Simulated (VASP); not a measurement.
# Mn (Im-3m) in VASP: a series of runs, part 2 of 2

VASP 6.6.1. The steps go on from the part before.

## 4. Relaxation of cell and atoms, LDA, collinear spin, antiferromagnetic start

This run uses another cell than the first one, of 11.75 Å³/atom.

Contents of INCAR:

```
  PREC = Accurate
  ENCUT = 600
  EDIFF = 1E-6
  ISMEAR = -1
  SIGMA = 0.05
  LREAL = F
  LASPH = T
  NELM = 150
  ALGO = Normal
  ISIF = 3
  LWAVE = F
  LCHARG = F
  ISPIN = 2
  MAGMOM = 3 -3
  LORBIT = 11
  LMAXMIX = 4
  IBRION = 2
  NSW = 80
  EDIFFG = -0.01
```

Contents of KPOINTS:

```
regular mesh
0
Gamma
  11 11 11
```

Contents of POSCAR:

```
Mn
1.0
    2.8642879297      0.0000000000      0.0000000000
    0.0000000000      2.8642879297      0.0000000000
    0.0000000000      0.0000000000      2.8642879297
Mn
2
Direct
    0.0000000000      0.0000000000      0.0000000000
    0.5000000000      0.5000000000      0.5000000000
```

Potentials or basis: VASP PAW LDA potentials, release 64 (Mn_pv).

On the command line:

```
$ cat potpaw_LDA.64/Mn_pv/POTCAR > POTCAR
$ mpirun -np 1 vasp_std > vasp.out
```

OUTCAR:

```text
PREC = Accurate
   ENCUT = 600
   EDIFF = 1E-6
   ISMEAR = -1
   LREAL = F
   LASPH = T
   NELM = 150
   ISIF = 3
   ISPIN = 2
   LORBIT = 11
   IBRION = 2
   NSW = 80
   EDIFFG = -0.01

 ion  position               nearest neighbor table
   1  0.000  0.000  0.000-   2 2.48   2 2.48   2 2.48   2 2.48   2 2.48   2 2.48   2 2.48   2 2.48

   2  0.500  0.500  0.500-   1 2.48   1 2.48   1 2.48   1 2.48   1 2.48   1 2.48   1 2.48   1 2.48

  LATTYP: Found a simple cubic cell.
 ALAT       =     2.8642879297

  Lattice vectors:

 A1 = (   2.8642879297,   0.0000000000,   0.0000000000)
 A2 = (   0.0000000000,   2.8642879297,   0.0000000000)
 A3 = (   0.0000000000,   0.0000000000,   2.8642879297)

Analysis of symmetry for initial positions (statically):
=====================================================================
 Subroutine PRICEL returns following result:

  LATTYP: Found a body centered cubic cell.
 ALAT       =     2.8642879297
[... 12 lines left out ...]
 Subroutine GETGRP returns: Found 48 space group operations
 (whereof 48 operations were pure point group operations)
 out of a pool of 48 trial point group operations.

The static configuration has the point symmetry O_h .

Analysis of symmetry for dynamics (positions and initial velocities):
=====================================================================
[... 190 lines left out ...]
  ---------------------------------------------------
  free energy    TOTEN  =       -19.64099658 eV

  energy without entropy =      -19.59707779  energy(sigma->0) =      -19.61903719

 E-fermi :   9.3616     XC(G=0): -13.8362

 val. band max:        9.3568274326   @ k =   0.1818   0.1818   0.0000
 cond. band min:       9.3731630369   @ k =   0.2727   0.1818   0.0909
 fundamental gap:      0.0163356043
 Fermi energy:         9.3615616943

 spin component 1

 k-point     1 :       0.0000    0.0000    0.0000
  band No.  band energies     occupation
      1     -38.6350      1.00000
      2     -38.6350      1.00000
      3     -38.6350      1.00000
      4     -38.2208      1.00000
      5     -38.2208      1.00000
      6     -38.2208      1.00000
[... 1182 lines left out ...]
 number of electron      25.9999979 magnetization      -0.0000000

 number of electron      25.9999979 magnetization       0.0000000

 Free energy of the ion-electron system (eV)
  ---------------------------------------------------
  ext. energy  EPLUGINS =         0.00000000
  ---------------------------------------------------
  free energy    TOTEN  =       -20.05157321 eV

  energy without entropy =      -20.01574381  energy(sigma->0) =      -20.03365851

 E-fermi :  11.5483     XC(G=0): -14.7461

 val. band max:       11.5282497359   @ k =   0.1818   0.1818   0.0000
 cond. band min:      11.5665971158   @ k =   0.2727   0.1818   0.0909
 fundamental gap:      0.0383473799
 Fermi energy:        11.5482575492

 spin component 1

 k-point     1 :       0.0000    0.0000    0.0000
  band No.  band energies     occupation
      1     -36.6663      1.00000
      2     -36.6663      1.00000
      3     -36.6663      1.00000
      4     -36.0100      1.00000
      5     -36.0100      1.00000
      6     -36.0100      1.00000
[... 984 lines left out ...]
  FREE ENERGIE OF THE ION-ELECTRON SYSTEM (eV)
  ---------------------------------------------------
  free  energy   TOTEN  =       -20.0515732081 eV

  energy  without entropy=      -20.0157438114  energy(sigma->0) =      -20.03365851

 reached required accuracy - stopping structural energy minimisation

 total charge

# of ion       s       p       d       tot
------------------------------------------
    1        0.441   6.448   5.222  12.112
    2        0.441   6.448   5.222  12.112
--------------------------------------------------
tot          0.883  12.897  10.444  24.223

 magnetization (x)

# of ion       s       p       d       tot
------------------------------------------
    1        0.000   0.000   0.000   0.000
    2       -0.000  -0.000  -0.000  -0.000
--------------------------------------------------
tot          0.000   0.000   0.000   0.000
```

OSZICAR:

```text
N       E                     dE             d eps       ncg     rms          rms(c)
DAV:   1     0.261548838641E+03    0.26155E+03   -0.17360E+04  3840   0.228E+03
DAV:   2    -0.111391525490E+02   -0.27269E+03   -0.26965E+03  3818   0.544E+02
DAV:   3    -0.219324128929E+02   -0.10793E+02   -0.10542E+02  4360   0.124E+02
[... 63 lines left out ...]
       N       E                     dE             d eps       ncg     rms          rms(c)
DAV:   1    -0.200527096618E+02   -0.11787E-02   -0.20666E-02  3952   0.219E+00    0.295E-01
DAV:   2    -0.200516261057E+02    0.10836E-02   -0.83465E-03  3970   0.109E+00    0.565E-02
DAV:   3    -0.200515839931E+02    0.42113E-04   -0.18057E-04  3936   0.184E-01    0.272E-02
DAV:   4    -0.200515735038E+02    0.10489E-04   -0.19241E-05  3896   0.537E-02    0.421E-03
DAV:   5    -0.200515732081E+02    0.29571E-06   -0.18177E-06  2128   0.182E-02
   7 F= -.20051573E+02 E0= -.20033659E+02  d E =-.853882E-05  mag=    -0.0000
```

CONTCAR:

```text
Mn
   1.00000000000000
     2.7253194218900103   -0.0000000000000000    0.0000000000000000
    -0.0000000000000000    2.7253194218900103   -0.0000000000000000
     0.0000000000000000   -0.0000000000000000    2.7253194218900103
  Mn
     2
Direct
     0.0000000000000000    0.0000000000000000    0.0000000000000000
     0.5000000000000000    0.5000000000000000    0.5000000000000000

  0.00000000E+00  0.00000000E+00  0.00000000E+00
  0.00000000E+00  0.00000000E+00  0.00000000E+00
```

Run time: 4.5 min. Hardware: 1 thread of Intel Xeon 8259CL, shared host; peak memory 0.17 GiB.

Results:

| Quantity | Value |
| --- | --- |
| Free energy | -20.0516 eV |
| Relaxed volume | 10.12 Å³/atom |
| Relaxed cell | a = 2.725 Å, b = 2.725 Å, c = 2.725 Å, α = 90.00°, β = 90.00°, γ = 90.00° |
| Space group after relaxing (to 0.1 Å) | Im-3m (No. 229) |
| Pressure after relaxing | 0.0 GPa |
| Band gap on the k mesh | zero (filled and empty bands overlap) |
| Net moment | 0.00 μB per cell |
| Valence electrons inside the program's atomic spheres | Mn 12.11 |

Final structure:
```cif
data_structure
_symmetry_space_group_name_H-M 'P 1'
_symmetry_Int_Tables_number 1
_cell_length_a 2.7253
_cell_length_b 2.7253
_cell_length_c 2.7253
_cell_angle_alpha 90.000
_cell_angle_beta 90.000
_cell_angle_gamma 90.000
_cell_volume 20.24
loop_
_atom_site_label
_atom_site_type_symbol
_atom_site_fract_x
_atom_site_fract_y
_atom_site_fract_z
_atom_site_occupancy
Mn1 Mn 0.00000 0.00000 0.00000 1
Mn2 Mn 0.50000 0.50000 0.50000 1
```

Caveat: the moments typed at the start vanished in this run.

## 5. Single point, LDA, collinear spin, antiferromagnetic start

This run uses another cell than the first one, of 10.11 Å³/atom.

Contents of INCAR:

```
SYSTEM = Mn
PREC     = Accurate       ! precision mode
ENCUT    = 520            ! plane-wave cutoff, eV
EDIFF    = 1E-6           ! SCF threshold, eV
ISMEAR   = -1             ! smearing method
SIGMA    = 0.05           ! smearing width, eV
LREAL    = .FALSE.        ! projectors in reciprocal space
LASPH    = .TRUE.         ! aspherical terms in the spheres
NELM     = 150            ! most SCF steps
ALGO     = Normal         ! electronic algorithm
ISIF     = 2              ! what is computed and relaxed
LWAVE    = .FALSE.        ! write WAVECAR
LCHARG   = .TRUE.         ! write CHGCAR
ISPIN    = 2              ! spin polarisation
MAGMOM   = 3 -3           ! initial moments
LORBIT   = 11             ! projections on sites
LMAXMIX  = 4              ! l up to which the mixer works
LELF     = .TRUE.         ! ELF
LVHAR    = .TRUE.       
NBANDS   = 24             ! bands
```

Contents of KPOINTS:

```
Automatic mesh
0
G
  19 19 19
  0 0 0
```

Contents of POSCAR:

```
Mn
1.0
    2.7246874761      0.0000000000      0.0000000000
    0.0000000000      2.7246874761      0.0000000000
    0.0000000000      0.0000000000      2.7246874761
Mn
2
Direct
    0.0000000000      0.0000000000      0.0000000000
    0.5000000000      0.5000000000      0.5000000000
```

Potentials or basis: VASP PAW LDA potentials, release 64 (Mn_pv).

On the command line:

```
$ cat potpaw_LDA.64/Mn_pv/POTCAR > POTCAR
$ mpirun -np 1 vasp_std > vasp.out
```

OUTCAR:

```text
SYSTEM = Mn
   PREC = Accurate
   ENCUT = 520
   EDIFF = 1E-6
   ISMEAR = -1
   LREAL = .FALSE.
   LASPH = .TRUE.
   NELM = 150
   ISIF = 2
   ISPIN = 2
   LORBIT = 11

 ion  position               nearest neighbor table
   1  0.000  0.000  0.000-   2 2.36   2 2.36   2 2.36   2 2.36   2 2.36   2 2.36   2 2.36   2 2.36

   2  0.500  0.500  0.500-   1 2.36   1 2.36   1 2.36   1 2.36   1 2.36   1 2.36   1 2.36   1 2.36

  LATTYP: Found a simple cubic cell.
 ALAT       =     2.7246874761

  Lattice vectors:

 A1 = (   2.7246874761,   0.0000000000,   0.0000000000)
 A2 = (   0.0000000000,   2.7246874761,   0.0000000000)
 A3 = (   0.0000000000,   0.0000000000,   2.7246874761)

Analysis of symmetry for initial positions (statically):
=====================================================================
 Subroutine PRICEL returns following result:

  LATTYP: Found a body centered cubic cell.
 ALAT       =     2.7246874761
[... 12 lines left out ...]
 Subroutine GETGRP returns: Found 48 space group operations
 (whereof 48 operations were pure point group operations)
 out of a pool of 48 trial point group operations.

[... 1503 lines left out ...]

 [... further k-points ...]

------------------------ aborting loop because EDIFF is reached ----------------------------------------

  FORCE on cell =-STRESS in cart. coord.  units (eV):
  Direction    XX          YY          ZZ          XY          YZ          ZX
  --------------------------------------------------------------------------------------
  -------------------------------------------------------------------------------------
  Total        0.0467463      0.0467463      0.0467463      0.0000000     -0.0000000      0.0000000
  in kB        3.7026076      3.7026076      3.7026076      0.0000000     -0.0000000      0.0000000
  external PRESSURE =       3.7026076 kB  Pullay stress =       0.0000000 kB

 VOLUME and BASIS-vectors are now :
 -----------------------------------------------------------------------------
  energy-cutoff  :      520.00
  volume of cell :       20.23
      direct lattice vectors                 reciprocal lattice vectors
     2.724687476  0.000000000  0.000000000     0.367014569  0.000000000  0.000000000
     0.000000000  2.724687476  0.000000000     0.000000000  0.367014569  0.000000000
     0.000000000  0.000000000  2.724687476     0.000000000  0.000000000  0.367014569

 POSITION                                       TOTAL-FORCE (eV/Angst)
 -----------------------------------------------------------------------------------
      0.00000      0.00000      0.00000         0.000000      0.000000     -0.000000
      1.36234      1.36234      1.36234         0.000000      0.000000      0.000000
 -----------------------------------------------------------------------------------
    total drift:                               -0.000000      0.000000      0.000000

  FREE ENERGIE OF THE ION-ELECTRON SYSTEM (eV)
  ---------------------------------------------------
  free  energy   TOTEN  =       -20.0496176730 eV

  energy  without entropy=      -20.0153232681  energy(sigma->0) =      -20.03247047

 total charge

# of ion       s       p       d       tot
------------------------------------------
    1        0.442   6.449   5.223  12.113
    2        0.442   6.449   5.223  12.113
--------------------------------------------------
tot          0.884  12.897  10.445  24.226

 magnetization (x)

# of ion       s       p       d       tot
------------------------------------------
    1        0.000   0.000   0.000   0.000
    2       -0.000  -0.000  -0.000  -0.000
--------------------------------------------------
tot          0.000   0.000   0.000   0.000
```

OSZICAR:

```text
N       E                     dE             d eps       ncg     rms          rms(c)
DAV:   1     0.242438390627E+03    0.24244E+03   -0.14333E+04 22016   0.152E+03
DAV:   2    -0.120056303606E+02   -0.25444E+03   -0.24316E+03 21808   0.401E+02
DAV:   3    -0.218381110293E+02   -0.98325E+01   -0.97781E+01 23120   0.895E+01
DAV:   4    -0.219171514417E+02   -0.79040E-01   -0.79031E-01 23704   0.789E+00
DAV:   5    -0.219183278177E+02   -0.11764E-02   -0.11764E-02 23304   0.983E-01    0.249E+01
DAV:   6    -0.199029410221E+02    0.20154E+01   -0.71429E+00 21264   0.398E+01    0.744E+00
DAV:   7    -0.200179864459E+02   -0.11505E+00   -0.57484E-01 22936   0.499E+00    0.457E+00
DAV:   8    -0.200401938365E+02   -0.22207E-01   -0.84070E-02 28536   0.283E+00    0.162E+00
DAV:   9    -0.200490876733E+02   -0.88938E-02   -0.35298E-01 25352   0.543E+00    0.306E-01
DAV:  10    -0.200495927166E+02   -0.50504E-03   -0.53532E-03 22152   0.811E-01    0.871E-02
DAV:  11    -0.200496091400E+02   -0.16423E-04   -0.13248E-04 25912   0.104E-01    0.430E-02
DAV:  12    -0.200496169816E+02   -0.78416E-05   -0.74106E-06 23168   0.210E-02    0.138E-02
DAV:  13    -0.200496176730E+02   -0.69144E-06   -0.72910E-07 11528   0.104E-02
   1 F= -.20049618E+02 E0= -.20032470E+02  d E =-.342944E-01  mag=     0.0000
```

Run time: 3 min. Hardware: 1 thread of Intel Xeon 8259CL, shared host; peak memory 0.24 GiB.

Results:

| Item | Value |
| --- | --- |
| Free energy | -20.0496 eV |
| Pressure | 0.4 GPa |
| Band gap on the k mesh | zero (filled and empty bands overlap) |
| Net moment | 0.00 μB per cell |
| Valence electrons inside the program's atomic spheres | Mn 12.11 |

Levels at points of the mesh, in eV from the Fermi level:
Spin up:
```csv
k point,band 10,band 11,band 12,band 13,band 14,band 15,band 16,band 17
"(0.00, 0.00, 0.00)",-1.73,-1.73,-1.73,0.32,0.32,1.75,1.75,1.75
```
Spin down:
```
           k point  band 9  band 10  band 11  band 12  band 13  band 14  band 15  band 16  band 17  band 18
(0.00, 0.00, 0.00)   -5.27    -1.73    -1.73    -1.73     0.32     0.32     1.75     1.75     1.75    11.14
```

Caveat: the moments typed at the start vanished in this run.

The gap in the log of VASP goes by the Fermi energy; the results here count the filled bands.